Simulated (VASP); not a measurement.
# Zr12H (a cell with a defect) in VASP: single point with PBE

Aim: the single point of Zr12H (a cell with a defect) with PBE.

Everything below comes from runs of VASP 6.6.1. Logs are shortened: lines on timing, memory, paths and dates and some standing lists are left out, and cuts for length are marked.

### Step 1. The cell of the first run

The cell holds a defect, 13 atoms: a = 6.460 Å, b = 9.690 Å, c = 5.145 Å, α = 90.00°, β = 90.00°, γ = 120.00°.

### Step 2. Single point, PBE

Input file INCAR:

```
SYSTEM = Zr12H
  PREC = Accurate
  ENCUT = 520
  EDIFF = 1E-6
  ISMEAR = -1
  SIGMA = 0.05
  LREAL = .False.
  LASPH = .True.
  NELM = 80
  ALGO = Normal
  ISIF = 2
  LWAVE = .False.
  LCHARG = .False.
  GGA = PE
  NBANDS = 84
```

Input file KPOINTS:

```
Automatic mesh
0
Gamma
  3 2 3
  0 0 0
```

Input file POSCAR:

```
Zr12H
1.0
    6.4600000000      0.0000000000      0.0000000000
   -4.8450000000      8.3917860000      0.0000000000
    0.0000000000      0.0000000000      5.1453900000
Zr H
12 1
Direct
   -0.0130063918     -0.0135775626      0.0071238526
    0.1677640709      0.2215465218      0.5016612929
   -0.0034175273      0.3385378273      0.0144651815
    0.1656312316      0.5548079992      0.5098453178
    0.0065718986      0.6696715097      0.0012407223
    0.1663938921      0.8891547044      0.5050746396
    0.4986274804      0.0027530492     -0.0009902068
    0.6706850855      0.2255547270      0.4972348063
    0.5154196675      0.3411795773     -0.0181391498
    0.6710561465      0.5586994235      0.4849587689
    0.4936003431      0.6622640282     -0.0047329746
    0.6609452375      0.8856355489      0.4979667236
    0.1663781273      0.2191852843      1.0040195204
```

Potentials or basis: VASP PAW PBE potentials, release 64 (Zr_sv, H).

Started as:

```console
cat potpaw_PBE.64/Zr_sv/POTCAR potpaw_PBE.64/H/POTCAR > POTCAR
mpirun -np 1 vasp_std > vasp.out
```

OUTCAR:

```text
SYSTEM = Zr12H
   PREC = Accurate
   ENCUT = 520
   EDIFF = 1E-6
   ISMEAR = -1
   LREAL = .False.
   LASPH = .True.
   NELM = 80
   ISIF = 2
   GGA = PE

 ion  position               nearest neighbor table
   1  0.987  0.986  0.007-  13 1.95  12 3.12   5 3.13   6 3.14   6 3.16  11 3.17  12 3.19   2 3.22
                             7 3.23   7 3.24   2 3.26   3 3.38   9 3.43
   2  0.168  0.222  0.502-   9 3.14   3 3.17   6 3.22   1 3.22   8 3.23   8 3.23   4 3.24  10 3.26
                            12 3.26   1 3.26   3 3.27   9 3.31
   3  0.997  0.339  0.014-  13 1.95   8 3.08   9 3.13   4 3.13   4 3.17   2 3.17  11 3.18   5 3.18
                             8 3.23   7 3.24   2 3.27   9 3.34   1 3.38
   4  0.166  0.555  0.510-  11 3.10   3 3.13   5 3.14   3 3.17   8 3.19  12 3.20   5 3.21  10 3.22
                            11 3.22   2 3.24   6 3.24  10 3.25
   5  0.007  0.670  0.001-  10 3.12   1 3.13   4 3.14   6 3.15   3 3.18   9 3.18   6 3.18  11 3.18
                             7 3.20   4 3.21  10 3.25  11 3.28
   6  0.166  0.889  0.505-   1 3.14   5 3.15   7 3.15   1 3.16   5 3.18   7 3.20  10 3.20  12 3.21
                             2 3.22   4 3.24  12 3.25   8 3.26
   7  0.499  0.003  0.999-   6 3.15   8 3.17   8 3.19  12 3.19  12 3.20   6 3.20   5 3.20   9 3.23
                             1 3.23   3 3.24   1 3.24  11 3.28
   8  0.671  0.226  0.497-   3 3.08   9 3.10   7 3.17   7 3.19   4 3.19   3 3.23   9 3.23  10 3.23
                             2 3.23   2 3.23   6 3.26  12 3.26
   9  0.515  0.341  0.982-  13 1.96   8 3.10   3 3.13  10 3.14   2 3.14  10 3.17   5 3.18  11 3.18
                             8 3.23   7 3.23   2 3.31   3 3.34   1 3.43
  10  0.671  0.559  0.485-   5 3.12  11 3.13   9 3.14   9 3.17  12 3.20   6 3.20   4 3.22  11 3.22
                             8 3.23   4 3.25   5 3.25   2 3.26
  11  0.494  0.662  0.995-   4 3.10  10 3.13   1 3.17  12 3.17   3 3.18   5 3.18   9 3.18  12 3.19
                            10 3.22   4 3.22   5 3.28   7 3.28
  12  0.661  0.886  0.498-   1 3.12  11 3.17   7 3.19   1 3.19  11 3.19   7 3.20  10 3.20   4 3.20
                             6 3.21   6 3.25   8 3.26   2 3.26
  13  0.166  0.219  0.004-   3 1.95   1 1.95   9 1.96

  LATTYP: Found a simple monoclinic cell.
 ALAT       =     6.4600000000
 B/A-ratio  =     0.7965000000
 C/A-ratio  =     1.3228756308
 COS(beta)  =    -0.1889822400

  Lattice vectors:

 A1 = (   6.4600000000,   0.0000000000,   0.0000000000)
 A2 = (   0.0000000000,   0.0000000000,   5.1453900000)
 A3 = (  -1.6150000000,  -8.3917860000,   0.0000000000)

Analysis of symmetry for initial positions (statically):
=====================================================================
 Subroutine PRICEL returns:
 Original cell was already a primitive cell.

 Routine SETGRP: Setting up the symmetry group for a
 simple monoclinic supercell.

 Subroutine GETGRP returns: Found  1 space group operations
 (whereof  1 operations were pure point group operations)
 out of a pool of  4 trial point group operations.

The static configuration has the point symmetry C_1 .

Analysis of symmetry for dynamics (positions and initial velocities):
=====================================================================
 Subroutine PRICEL returns:
 Original cell was already a primitive cell.

 Routine SETGRP: Setting up the symmetry group for a
 simple monoclinic supercell.

 Subroutine GETGRP returns: Found  1 space group operations
 (whereof  1 operations were pure point group operations)
 out of a pool of  4 trial point group operations.

The dynamic configuration has the point symmetry C_1 .

 Subroutine INISYM returns: Found  1 space group operations
 (whereof  1 operations are pure point group operations),
 and found     1 'primitive' translations

----------------------------------------------------------------------------------------

                                     Primitive cell

  volume of cell :     278.9364

  direct lattice vectors                    reciprocal lattice vectors
     6.460000000  0.000000000  0.000000000     0.154798762  0.089373108  0.000000000
    -4.845000000  8.391786000  0.000000000     0.000000000  0.119164145  0.000000000
     0.000000000  0.000000000  5.145390000     0.000000000  0.000000000  0.194348728

  length of vectors
     6.460000000  9.689999859  5.145390000     0.178746214  0.119164145  0.194348728
[... 68 lines left out ...]
|     Results are often still useful ...                                      |
|                                                                             |
 -----------------------------------------------------------------------------

 Subroutine IBZKPT returns following result:
 ===========================================

 Found     10 irreducible k-points:

 Following reciprocal coordinates:
            Coordinates               Weight
  0.000000  0.000000  0.000000      1.000000
  0.333333  0.000000  0.000000      2.000000
  0.000000  0.500000  0.000000      1.000000
  0.333333  0.500000  0.000000      2.000000
  0.000000  0.000000  0.333333      2.000000
  0.333333  0.000000  0.333333      2.000000
 -0.333333  0.000000  0.333333      2.000000
  0.000000  0.500000  0.333333      2.000000
  0.333333  0.500000  0.333333      2.000000
 -0.333333  0.500000  0.333333      2.000000
   k-points           NKPTS =     10   k-points in BZ     NKDIM =     10   number of bands    NBANDS=     84
   number of dos      NEDOS =    301   number of ions     NIONS =     13
   total plane-waves  NPLWV = 138240
   dimension x,y,z NGX =    48 NGY =   72 NGZ =   40
   dimension x,y,z NGXF=    96 NGYF=  144 NGZF=   80
   ions per type =              12   1
   NGX,Y,Z   is equivalent  to a cutoff of  12.35, 12.35, 12.92 a.u.
   NGXF,Y,Z  is equivalent  to a cutoff of  24.71, 24.71, 25.85 a.u.
 SYSTEM =  Zr12H
   PREC   = accura    normal or accurate (medium, high low for compatibility)
   ISTART =      0    job   : 0-new  1-cont  2-samecut
   ICHARG =      2    charge: 1-file 2-atom 10-const
   ISPIN  =      1    spin polarized calculation?
   LNONCOLLINEAR =      F non collinear calculations
   LSORBIT =      F    spin-orbit coupling
   LASPH  =      T    aspherical Exc in radial PAW
   ENCUT  =  520.0 eV  38.22 Ry    6.18 a.u.  12.01 18.02  9.57*2*pi/ulx,y,z
   NELM   =     80;   NELMIN=  2; NELMDL= -5     # of ELM steps
   EDIFF  = 0.1E-05   stopping-criterion for ELM
   LREAL  =      F    real-space projection
   EDIFFG = 0.1E-04   stopping-criterion for IOM
   NSW    =      0    number of steps for IOM
   IBRION =     -1    ionic relax: 0-MD 1-quasi-New 2-CG
   NFREE  =      0    steps in history (QN), initial steepest desc. (CG)
   ISIF   =      2    stress and relaxation
   ISYM   =      2    0-nonsym 1-usesym 2-fastsym
   POTIM  = 0.5000    time-step for ionic-motion
   TEBEG  =    0.0;   TEEND  =   0.0 temperature during run
   PSTRESS=    0.0 pullay stress
   NELECT =     145.0000    total number of electrons
   NUPDOWN=      -1.0000    fix difference up-down
   EMIN   =  10.00;   EMAX   =-10.00  energy-range for DOS
   EFERMI =   0.00;   METHOD = LEGACY
   ISMEAR =    -1;   SIGMA  =   0.05  broadening in eV -4-tet -1-fermi 0-gaus
   EFERMI_NEDOS =   21; number of points for ismear=-14 and -15
   IALGO  =     38    algorithm
   IMIX   =      4    mixing-type and parameters
     AMIX     =   0.40;   BMIX     =  1.00
     AMIX_MAG =   1.60;   BMIX_MAG =  1.00
  volume/ion in A,a.u.               =      21.46       144.80
  Fermi-wavevector in a.u.,A,eV,Ry     =   1.316323  2.487490 23.574895  1.732706
  Thomas-Fermi vector in A             =   2.446443
   LORBIT       =      0    0 simple, 1 ext, 2 COOP (PROOUT), +10 PAW based schemes
   GGA     = PE    functional components
   LHFCALC =     F    Hartree Fock is set to
   AEXX    =    0.0000 exact exchange contribution
   IVDW    =     0    specifies the selected vdW correction
   LEPSILON=     F    determine dielectric tensor
   LRPA    =     F    only Hartree local field effects (RPA)
 non-spin polarized calculation
  energy-cutoff  :      520.00
  volume of cell :      278.94
 maximum number of plane-waves:      7545
   NGX = 25   NGY = 37   NGZ = 19

 number of electron     145.0000000 magnetization

 Free energy of the ion-electron system (eV)
  ---------------------------------------------------
  ext. energy  EPLUGINS =         0.00000000
  ---------------------------------------------------
  free energy    TOTEN  =      -105.64597255 eV

  energy without entropy =     -105.46651760  energy(sigma->0) =     -105.55624507

 E-fermi :   9.0340     XC(G=0): -11.1269

 val. band max:        9.0237239893   @ k =   0.0000   0.5000   0.3333
 cond. band min:       9.0343061100   @ k =   0.0000   0.0000   0.3333
 fundamental gap:      0.0105821207
 Fermi energy:         9.0340160368

 k-point     1 :       0.0000    0.0000    0.0000
  band No.  band energies     occupation
      1     -39.8391      2.00000
      2     -39.7346      2.00000
      3     -39.6662      2.00000
      4     -39.6490      2.00000
      5     -39.6133      2.00000
      6     -39.6074      2.00000
[... 859 lines left out ...]
     83       9.7735      0.00000
     84      10.0555      0.00000

------------------------ aborting loop because EDIFF is reached ----------------------------------------

  FORCE on cell =-STRESS in cart. coord.  units (eV):
  Direction    XX          YY          ZZ          XY          YZ          ZX
  --------------------------------------------------------------------------------------
  -------------------------------------------------------------------------------------
  Total        5.0154570      4.8016842      1.6803946      0.2385582     -0.0083530      0.1210819
  in kB       28.8081837     27.5802982      9.6519852      1.3702497     -0.0479785      0.6954801
  external PRESSURE =      22.0134890 kB  Pullay stress =       0.0000000 kB

 VOLUME and BASIS-vectors are now :
 -----------------------------------------------------------------------------
  energy-cutoff  :      520.00
  volume of cell :      278.94
      direct lattice vectors                 reciprocal lattice vectors
     6.460000000  0.000000000  0.000000000     0.154798762  0.089373108  0.000000000
    -4.845000000  8.391786000  0.000000000     0.000000000  0.119164145  0.000000000
     0.000000000  0.000000000  5.145390000     0.000000000  0.000000000  0.194348728

 POSITION                                       TOTAL-FORCE (eV/Angst)
 -----------------------------------------------------------------------------------
      1.59676      8.27785      0.03665         0.000973     -0.006571      0.000558
      0.01036      1.85917      2.58124        -0.000951      0.002375      0.002145
      4.79771      2.84094      0.07443        -0.003767      0.002190     -0.001080
     -1.61807      4.65583      2.62335         0.002208     -0.000005     -0.001296
     -3.20210      5.61974      0.00638        -0.000107      0.000803     -0.000362
     -3.23305      7.46160      2.59881        -0.001340     -0.001858     -0.000147
      3.20780      0.02310      5.14029         0.001128      0.001546      0.001057
      3.23981      1.89281      2.55847        -0.001565     -0.002066     -0.001025
      1.67660      2.86311      5.05206         0.000306      0.002370     -0.000646
      1.62812      4.68849      2.49530         0.000439      0.001176     -0.001079
     -0.02001      5.55758      5.12104         0.002347     -0.000499      0.000709
     -0.02120      7.43206      2.56223         0.000589      0.000532      0.000700
      0.01285      1.83936      0.02068        -0.000261      0.000009      0.000468
 -----------------------------------------------------------------------------------
    total drift:                                0.000073      0.000113     -0.000010

  FREE ENERGIE OF THE ION-ELECTRON SYSTEM (eV)
  ---------------------------------------------------
  free  energy   TOTEN  =      -105.6459725509 eV

  energy  without entropy=     -105.4665175971  energy(sigma->0) =     -105.55624507
```

Run time: 4.2 min. Hardware: 1 thread of AMD EPYC 9R45 (Zen 5), shared host; peak memory 0.4 GiB.

What came out:

| Quantity | Value |
| --- | --- |
| Free energy | -105.6460 eV |
| Pressure | 2.2 GPa |
| Largest force | 0.007 eV/Å |
| Band gap on the k mesh | zero (an odd number of electrons rules out a gap without spin polarisation) |

Forces on the atoms (eV/Å):
```
Zr   0.001 -0.007  0.001
Zr  -0.001  0.002  0.002
Zr  -0.004  0.002 -0.001
Zr   0.002  0.000 -0.001
Zr   0.000  0.001  0.000
Zr  -0.001 -0.002  0.000
Zr   0.001  0.002  0.001
Zr  -0.002 -0.002 -0.001
Zr   0.000  0.002 -0.001
Zr   0.000  0.001 -0.001
Zr   0.002  0.000  0.001
Zr   0.001  0.001  0.001
H    0.000  0.000  0.000
```

Stress tensor (GPa, compression positive):
```
2.88 0.14 0.07
0.14 2.76 0.00
0.07 0.00 0.97
```

Levels at points of the mesh, in eV from the Fermi level:
```
           k point  band 70  band 71  band 72  band 73  band 74  band 75
(0.00, 0.00, 0.00)    -0.23     0.16     0.31     0.52     0.67     0.70
(0.00, 0.50, 0.00)    -0.10    -0.07    -0.01     0.19     0.29     0.49
```

Caveat: the k points lie up to 0.41 Å⁻¹ apart, too coarse for converged energies and pressures of a metal.
